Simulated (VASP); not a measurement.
Runs of VASP 6.6.1 on Al2O3. The structure is that of space group Pnnm (No. 58), or close to it. The cells are those of the table. 

```tsv
cell	gap on the mesh (eV)	pressure (GPa)	largest force (eV/Å)
a = 4.335, b = 8.927, c = 3.026 Å, 10 atoms	(a)	(c)	3.92
a = 4.712, b = 9.704, c = 3.268 Å, 10 atoms	3.25	-8.4	0.73
a = 4.335, b = 8.927, c = 2.905 Å, 10 atoms	4.72	46.0	3.03
a = 5.089, b = 10.480, c = 2.905 Å, 10 atoms	1.78	-11.9	1.73
a = 4.524, b = 9.315, c = 2.784 Å, 10 atoms	4.01	(b)	1.32
```

Alike in all rows: task single point; level PBE; potentials or basis VASP PAW PBE potentials, release 64 (Al, O); no spin polarisation; k mesh 6 × 4 × 8; cutoff (eV) 520; smearing gaussian 0.05 eV.

Question: Fill in the values left out.

Answer: (a) 4.65; (b) 33.0; (c) 35.7.

Caveats: forces of over 1 eV/Å act on the atoms, so gaps and moduli don't describe the material at rest (at least some runs); the stress differs along the axes, from 12 to 64 GPa (at least some runs); the stress differs along the axes, from -19 to -1 GPa (at least some runs); the stress differs along the axes, from 31 to 68 GPa (at least some runs); the stress differs along the axes, from -28 to 5 GPa (at least some runs); the stress differs along the axes, from 25 to 43 GPa (at least some runs).

A k mesh can miss the band edges.
